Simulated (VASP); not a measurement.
Write the native input for VASP 6.6.1 that does the following.

| Quantity | Value |
| --- | --- |
| Task | relaxation of cell and atoms |
| Functional | r2SCAN |
| Potentials or basis | VASP PAW PBE potentials, release 64 (Cd) |
| Cutoff | 550 eV |
| k mesh | 7 × 7 × 7 |
| Occupations | gaussian, width 0.1 eV |
| Spin | no spin polarisation |
| Dipole correction | no |
| Further INCAR settings | ALGO = Normal; EDIFF = 1e-07; IBRION = 2; EDIFFG = -0.03; NSW = 80; ISIF = 3 |

Crystal: Cd.

```
CELL_PARAMETERS angstrom
0.00000 2.21000 2.21000
2.21000 0.00000 2.21000
2.21000 2.21000 0.00000
ATOMIC_POSITIONS crystal
Cd 0.00000 0.00000 0.00000
```

This isn't the form of Cd at room conditions, which is hcp.

One way to write it, as run:

POSCAR

```
Cd
1.0
    0.0000000000      2.2100000000      2.2100000000
    2.2100000000      0.0000000000      2.2100000000
    2.2100000000      2.2100000000      0.0000000000
Cd
1
Direct
    0.0000000000      0.0000000000      0.0000000000
```

INCAR.step1

```
PREC = Accurate ; ENCUT = 550
ISMEAR = 0 ; SIGMA = 0.1
LREAL = F ; LASPH = T
NELM = 120 ; GGA = PE
ALGO = Normal ; EDIFF = 1E-5
LWAVE = T ; LCHARG = F
GGA_COMPAT = F ; IBRION = 2
ISIF = 3 ; EDIFFG = -0.005
NELMIN = 4 ; NSW = 100
```

INCAR.step2

```
PREC = Accurate ; ENCUT = 550
EDIFF = 1E-7 ; ISMEAR = 0
SIGMA = 0.1 ; LREAL = F
LASPH = T ; NELM = 120
ALGO = Normal ; ISIF = 3
LWAVE = F ; LCHARG = F
METAGGA = R2SCAN ; LMIXTAU = T
IBRION = 2 ; NSW = 80
EDIFFG = -0.03 ; ISTART = 1
GGA_COMPAT = F ; NELMIN = 4
```

KPOINTS

```
regular mesh
0
Gamma
  7 7 7
```

Potentials or basis: VASP PAW PBE potentials, release 64 (Cd).

Command:

```bash
$ cat potpaw_PBE.64/Cd/POTCAR > POTCAR
$ cp INCAR.step1 INCAR
$ mpirun -np 1 vasp_std > vasp.out
$ cp INCAR.step2 INCAR
$ mpirun -np 1 vasp_std > vasp.out
```

It gave:

```
Pressure after relaxing : 0.1 GPa
Band gap on the k mesh  : zero (bands 6 and 7 overlap by 1.43 eV)
```

Caveat: the relaxation stopped at its first step, so nothing moved; the PAW data sets were made with another functional, which shifts forces and pressure a little.

It took 13 s on 1 thread of Intel(R) Xeon(R) 6975P-C (Granite Rapids), with other jobs on the host, peak memory 0.14 GiB.
